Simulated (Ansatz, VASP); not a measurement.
One calculation of Cu, two programs

```
Cu
1.0
     0.00000    1.75921    1.75921
     1.75921    0.00000    1.75921
     1.75921    1.75921    0.00000
Cu
1
Direct
  0.00000 0.00000 0.00000
```

Alike in both runs: task relaxation of cell and atoms; functional LDA; k mesh 20 × 20 × 20; occupations fermi-dirac, width 0.15 eV; no spin polarisation.

|  | VASP | Ansatz |
| --- | --- | --- |
| version | VASP 6.6.1 | Ansatz 0.2.0 |
| potentials or method | VASP PAW LDA potentials, release 64 (Cu), cutoff 600 eV | scalar-relativistic, plane waves, PAW |
| valence electrons in the cell | 11 | 19 |

|  | VASP | Ansatz | Ansatz less VASP |
| --- | --- | --- | --- |
| gap on the k mesh at the Fermi level, each at its own relaxed structure (eV) | none | none | - |
| relaxed volume (Å³/atom) | 10.94 | 10.89 | -0.054 |
| relaxed cell length with the largest relative difference (Å) | 2.492 | 2.488 | -0.0041 |

Ansatz warns that its potentials were made for another functional, while VASP's fit it. LDA's correlation is that of Perdew and Zunger in VASP and of Perdew and Wang (1992) in Ansatz. A gap of «none» marks a metal or a gap that the smearing closes. VASP's potentials hold 11 valence electrons a cell and Ansatz's 19, so a difference there can come from the potentials and not from the codes.
